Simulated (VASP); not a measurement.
# SnO in VASP: single point with PBE+D3(BJ)

Aim: the single point of SnO with PBE+D3(BJ).

Everything below comes from runs of VASP 6.6.1. Logs are shortened: lines on timing, memory, paths and dates and some standing lists are left out, and cuts for length are marked.

**1. The cell of the first run**

The cell holds a slab with vacuum, 8 atoms: a = 3.836 Å, b = 6.114 Å, c = 18.481 Å, α = 90.00°, β = 90.00°, γ = 90.00°.

**2. Single point, PBE+D3(BJ)**

INCAR

```
PREC = Accurate
ENCUT = 520
EDIFF = 1E-7
ISMEAR = 0
SIGMA = 0.1
LREAL = False
LASPH = True
NELM = 100
ALGO = Normal
ISIF = 2
LWAVE = False
LCHARG = True
LDIPOL = True
IDIPOL = 3
DIPOL = 0.5 0.5 0.500
GGA = PE
IVDW = 12
LELF = True
LVHAR = True
LVACPOTAV = True
NBANDS = 50
```

KPOINTS

```
regular mesh
0
Gamma
  8 5 1
```

POSCAR

```
SnO
1.0
    3.8363721002      0.0000000000      0.0000000000
    0.0000000000      6.1139356385      0.0000000000
    0.0000000000      0.0000000000     18.4806872096
O Sn
4 4
Direct
    0.0000000000      0.3937311023      0.3787737935
    0.5000000000      0.5905966535      0.4595912645
    0.0000000000      0.7891442537      0.5400116139
    0.5000000000      0.9914786425      0.6180324675
    0.5000000000      0.2462583299      0.4180909234
    0.0000000000      0.7380694259      0.4202741346
    0.5000000000      0.6484830666      0.5830597924
    0.0000000000      0.1189669685      0.5788944930
```

Potentials or basis: VASP PAW PBE potentials, release 64 (O, Sn_d).

Run with:

```sh
$ cat potpaw_PBE.64/O/POTCAR potpaw_PBE.64/Sn_d/POTCAR > POTCAR
$ mpirun -np 1 vasp_std > vasp.out
```

OUTCAR:

```text
PREC = Accurate
   ENCUT = 520
   EDIFF = 1E-7
   ISMEAR = 0
   LREAL = False
   LASPH = True
   NELM = 100
   ISIF = 2
   GGA = PE
   IVDW = 12
 IVDW          = 12

 ion  position               nearest neighbor table
   1  0.000  0.394  0.379-   5 2.24   5 2.24   6 2.24
   2  0.500  0.591  0.460-   6 2.24   6 2.24   5 2.24   7 2.31
   3  0.000  0.789  0.540-   8 2.14   6 2.23   7 2.25   7 2.25
   4  0.500  0.991  0.618-   8 2.19   8 2.19   7 2.19
   5  0.500  0.246  0.418-   1 2.24   1 2.24   2 2.24   6 3.57   6 3.57   8 3.62   8 3.62   6 3.65
                             6 3.65
   6  0.000  0.738  0.420-   3 2.23   2 2.24   2 2.24   1 2.24   5 3.57   5 3.57   7 3.61   7 3.61
                             5 3.65   5 3.65   8 3.74
   7  0.500  0.648  0.583-   4 2.19   3 2.25   3 2.25   2 2.31   8 3.46   8 3.46   6 3.61   6 3.61

   8  0.000  0.119  0.579-   3 2.14   4 2.19   4 2.19   7 3.46   7 3.46   5 3.62   5 3.62   6 3.74

  LATTYP: Found a simple orthorhombic cell.
 ALAT       =     3.8363721002
 B/A-ratio  =     1.5936763898
 C/A-ratio  =     4.8172301140

  Lattice vectors:

 A1 = (   3.8363721002,   0.0000000000,   0.0000000000)
 A2 = (   0.0000000000,   6.1139356385,   0.0000000000)
 A3 = (   0.0000000000,   0.0000000000,  18.4806872096)

Analysis of symmetry for initial positions (statically):
=====================================================================
 Subroutine PRICEL returns:
 Original cell was already a primitive cell.

 Routine SETGRP: Setting up the symmetry group for a
 simple orthorhombic supercell.

 Subroutine GETGRP returns: Found  2 space group operations
 (whereof  2 operations were pure point group operations)
 out of a pool of  8 trial point group operations.

The static configuration has the point symmetry C_1h.

Analysis of symmetry for dynamics (positions and initial velocities):
=====================================================================
 Subroutine PRICEL returns:
 Original cell was already a primitive cell.

 Routine SETGRP: Setting up the symmetry group for a
 simple orthorhombic supercell.

 Subroutine GETGRP returns: Found  2 space group operations
 (whereof  2 operations were pure point group operations)
 out of a pool of  8 trial point group operations.

The dynamic configuration has the point symmetry C_1h.

 Subroutine INISYM returns: Found  2 space group operations
 (whereof  2 operations are pure point group operations),
 and found     1 'primitive' translations

----------------------------------------------------------------------------------------

                                     Primitive cell

  volume of cell :     433.4707

  direct lattice vectors                    reciprocal lattice vectors
     3.836372100  0.000000000  0.000000000     0.260662932  0.000000000  0.000000000
     0.000000000  6.113935639  0.000000000     0.000000000  0.163560767  0.000000000
     0.000000000  0.000000000 18.480687210     0.000000000  0.000000000  0.054110542

  length of vectors
     3.836372100  6.113935639 18.480687210     0.260662932  0.163560767  0.054110542

  position of ions in fractional coordinates (direct lattice)
     0.000000000  0.393731102  0.378773794
     0.500000000  0.590596654  0.459591264
     0.000000000  0.789144254  0.540011614
     0.500000000  0.991478642  0.618032468
     0.500000000  0.246258330  0.418090923
     0.000000000  0.738069426  0.420274135
     0.500000000  0.648483067  0.583059792
     0.000000000  0.118966968  0.578894493

  ion indices of the primitive-cell ions
   primitive index   ion index
                 1           1
                 2           2
                 3           3
                 4           4
                 5           5
                 6           6
                 7           7
                 8           8

----------------------------------------------------------------------------------------

 KPOINTS: regular mesh

Automatic generation of k-mesh.
 Grid dimensions read from file:
 generate k-points for:    8    5    1

 Generating k-lattice:

  Cartesian coordinates                     Fractional coordinates (reciprocal lattice)
     0.032582867  0.000000000  0.000000000     0.125000000  0.000000000  0.000000000
     0.000000000  0.032712153  0.000000000     0.000000000  0.200000000  0.000000000
     0.000000000  0.000000000  0.054110542     0.000000000  0.000000000  1.000000000

  Length of vectors
     0.032582867  0.032712153  0.054110542

  Shift w.r.t. Gamma in fractional coordinates (k-lattice)
     0.000000000  0.000000000  0.000000000

 Subroutine IBZKPT returns following result:
 ===========================================

 Found     15 irreducible k-points:

 Following reciprocal coordinates:
            Coordinates               Weight
  0.000000  0.000000  0.000000      1.000000
  0.125000  0.000000  0.000000      2.000000
  0.250000  0.000000  0.000000      2.000000
  0.375000  0.000000  0.000000      2.000000
  0.500000  0.000000  0.000000      1.000000
  0.000000  0.200000  0.000000      2.000000
  0.125000  0.200000  0.000000      4.000000
  0.250000  0.200000  0.000000      4.000000
  0.375000  0.200000  0.000000      4.000000
  0.500000  0.200000  0.000000      2.000000
  0.000000  0.400000  0.000000      2.000000
  0.125000  0.400000  0.000000      4.000000
  0.250000  0.400000  0.000000      4.000000
  0.375000  0.400000  0.000000      4.000000
  0.500000  0.400000  0.000000      2.000000
   k-points           NKPTS =     15   k-points in BZ     NKDIM =     15   number of bands    NBANDS=     50
   number of dos      NEDOS =    301   number of ions     NIONS =      8
   total plane-waves  NPLWV = 201600
   dimension x,y,z NGX =    30 NGY =   48 NGZ =  140
   dimension x,y,z NGXF=    60 NGYF=   96 NGZF=  280
   ions per type =               4   4
   NGX,Y,Z   is equivalent  to a cutoff of  13.00, 13.05, 12.59 a.u.
   NGXF,Y,Z  is equivalent  to a cutoff of  26.00, 26.10, 25.19 a.u.
 SYSTEM =  unknown system
   PREC   = accura    normal or accurate (medium, high low for compatibility)
   ISTART =      0    job   : 0-new  1-cont  2-samecut
   ICHARG =      2    charge: 1-file 2-atom 10-const
   ISPIN  =      1    spin polarized calculation?
   LNONCOLLINEAR =      F non collinear calculations
   LSORBIT =      F    spin-orbit coupling
   LASPH  =      T    aspherical Exc in radial PAW
   ENCUT  =  520.0 eV  38.22 Ry    6.18 a.u.   7.13 11.37 34.36*2*pi/ulx,y,z
   NELM   =    100;   NELMIN=  2; NELMDL= -5     # of ELM steps
   EDIFF  = 0.1E-06   stopping-criterion for ELM
   LREAL  =      F    real-space projection
   EDIFFG = 0.1E-05   stopping-criterion for IOM
   NSW    =      0    number of steps for IOM
   IBRION =     -1    ionic relax: 0-MD 1-quasi-New 2-CG
   NFREE  =      0    steps in history (QN), initial steepest desc. (CG)
   ISIF   =      2    stress and relaxation
   ISYM   =      2    0-nonsym 1-usesym 2-fastsym
   POTIM  = 0.5000    time-step for ionic-motion
   TEBEG  =    0.0;   TEEND  =   0.0 temperature during run
   PSTRESS=    0.0 pullay stress
   NELECT =      80.0000    total number of electrons
   NUPDOWN=      -1.0000    fix difference up-down
   EMIN   =  10.00;   EMAX   =-10.00  energy-range for DOS
   EFERMI =   0.00;   METHOD = LEGACY
   ISMEAR =     0;   SIGMA  =   0.10  broadening in eV -4-tet -1-fermi 0-gaus
   EFERMI_NEDOS =   21; number of points for ismear=-14 and -15
   IALGO  =     38    algorithm
   IMIX   =      4    mixing-type and parameters
     AMIX     =   0.40;   BMIX     =  1.00
     AMIX_MAG =   1.60;   BMIX_MAG =  1.00
  volume/ion in A,a.u.               =      54.18       365.65
  Fermi-wavevector in a.u.,A,eV,Ry     =   0.932077  1.761369 11.820289  0.868767
  Thomas-Fermi vector in A             =   2.058637
   LORBIT       =      0    0 simple, 1 ext, 2 COOP (PROOUT), +10 PAW based schemes
   GGA     = PE    functional components
   LHFCALC =     F    Hartree Fock is set to
   AEXX    =    0.0000 exact exchange contribution
   IVDW    =    12    specifies the selected vdW correction
   LEPSILON=     F    determine dielectric tensor
   LRPA    =     F    only Hartree local field effects (RPA)
 non-spin polarized calculation
 Gauss-broadening in eV      SIGMA  =   0.10
  energy-cutoff  :      520.00
  volume of cell :      433.47
 maximum number of plane-waves:     11706
 NGX is ok and might be reduce to    30
   NGX = 15   NGY = 23   NGZ = 69

 number of electron      80.0000007 magnetization

 dipolmoment           0.000000      0.000000     -0.029571 electrons x Angstroem

 Free energy of the ion-electron system (eV)
  ---------------------------------------------------
  ext. energy  EPLUGINS =         0.00000000
  ---------------------------------------------------
  free energy    TOTEN  =       -44.27536915 eV

  energy without entropy =      -44.27536915  energy(sigma->0) =      -44.27536915

 E-fermi :  -0.4692     XC(G=0):  -4.0327

 val. band max:       -0.9101319968   @ k =   0.0000   0.0000   0.0000
 cond. band min:      -0.0110750476   @ k =   0.0000   0.2000   0.0000
 fundamental gap:      0.8990569491
 Fermi energy:        -0.4692004351

 k-point     1 :       0.0000    0.0000    0.0000
  band No.  band energies     occupation
      1     -22.5946      2.00000
      2     -22.4675      2.00000
      3     -22.4366      2.00000
      4     -22.3910      2.00000
      5     -22.3293      2.00000
      6     -22.2808      2.00000
[... 42 lines left out ...]
     49       3.9956      0.00000
     50       4.3818      0.00000

 k-point     2 :       0.1250    0.0000    0.0000
  band No.  band energies     occupation
      1     -22.5900      2.00000
      2     -22.4648      2.00000
      3     -22.4303      2.00000
      4     -22.3899      2.00000
      5     -22.3364      2.00000
      6     -22.2889      2.00000
[... 681 lines left out ...]
 k-point    15 :       0.5000    0.4000    0.0000
  band No.  band energies     occupation
      1     -22.5785      2.00000
      2     -22.4821      2.00000
      3     -22.4104      2.00000
      4     -22.3833      2.00000
      5     -22.3556      2.00000
      6     -22.3382      2.00000
[... 42 lines left out ...]
     49       4.7893      0.00000
     50       4.8794      0.00000

------------------------ aborting loop because EDIFF is reached ----------------------------------------

 Edisp (eV)   -1.20223

 E8    (eV) :    -0.5452

  FORCE on cell =-STRESS in cart. coord.  units (eV):
  Direction    XX          YY          ZZ          XY          YZ          ZX
  --------------------------------------------------------------------------------------
  -------------------------------------------------------------------------------------
  Total      -4.50614    -1.44218     0.09598     0.00000     0.01901     0.00000
  in kB     -16.65542    -5.33052     0.35477     0.00000     0.07026     0.00000
  external pressure =       -7.21 kB  Pullay stress =        0.00 kB

 VOLUME and BASIS-vectors are now :
 -----------------------------------------------------------------------------
  energy-cutoff  :      520.00
  volume of cell :      433.47
      direct lattice vectors                 reciprocal lattice vectors
     3.836372100  0.000000000  0.000000000     0.260662932  0.000000000  0.000000000
     0.000000000  6.113935639  0.000000000     0.000000000  0.163560767  0.000000000
     0.000000000  0.000000000 18.480687210     0.000000000  0.000000000  0.054110542

 POSITION                                       TOTAL-FORCE (eV/Angst)
 -----------------------------------------------------------------------------------
      0.00000      2.40725      7.00000         0.000000     -0.331763      0.307653
      1.91819      3.61087      8.49356         0.000000     -0.246525      0.374472
      0.00000      4.82478      9.97979         0.000000     -0.008771     -0.002797
      1.91819      6.06184     11.42166         0.000000     -0.002596      0.025080
      1.91819      1.50561      7.72661         0.000000      1.261153     -0.111400
      0.00000      4.51251      7.76695         0.000000     -0.679954     -0.632606
      1.91819      3.96478     10.77535         0.000000     -0.076419      0.050479
      0.00000      0.72736     10.69837         0.000000      0.084875     -0.010881
 -----------------------------------------------------------------------------------
    total drift:                                0.000000      0.001055      0.000832

  FREE ENERGIE OF THE ION-ELECTRON SYSTEM (eV)
  ---------------------------------------------------
  free  energy   TOTEN  =       -45.4776030490 eV

  energy  without entropy=      -45.4776030490  energy(sigma->0) =      -45.47760305

 vacuum level on the upper side and lower side of the slab         3.561         3.789
```

It took 14 min on 1 thread of Oxide Virtual Turin-like, shared host; peak memory 0.54 GiB.

Results:

```yaml
Free_energy: -45.4776 eV
Largest_force: 1.266 eV/Å
Band_gap_on_the_k_mesh: 0.90 eV (least direct gap 0.95 eV)
Dispersion_energy_per_atom: -0.150 eV
```

Forces in eV/Å, atoms in the order of the input:
```
O    0.000 -0.332  0.308
O    0.000 -0.247  0.374
O    0.000 -0.009 -0.003
O    0.000 -0.003  0.025
Sn   0.000  1.261 -0.111
Sn   0.000 -0.680 -0.633
Sn   0.000 -0.076  0.050
Sn   0.000  0.085 -0.011
```

Levels at points of the mesh, in eV from the valence-band top:
| k point | band 37 | band 38 | band 39 | band 40 | band 41 | band 42 | band 43 | band 44 |
| --- | --- | --- | --- | --- | --- | --- | --- | --- |
| (0.00, 0.00, 0.00) | -2.24 | -2.22 | -0.72 | 0.00 | 0.95 | 2.12 | 2.93 | 3.62 |
| (0.50, 0.00, 0.00) | -2.01 | -1.99 | -1.78 | -1.63 | 1.84 | 1.92 | 2.88 | 3.12 |

Caveat: spin-orbit coupling is left out, which moves the levels of the heavy elements.
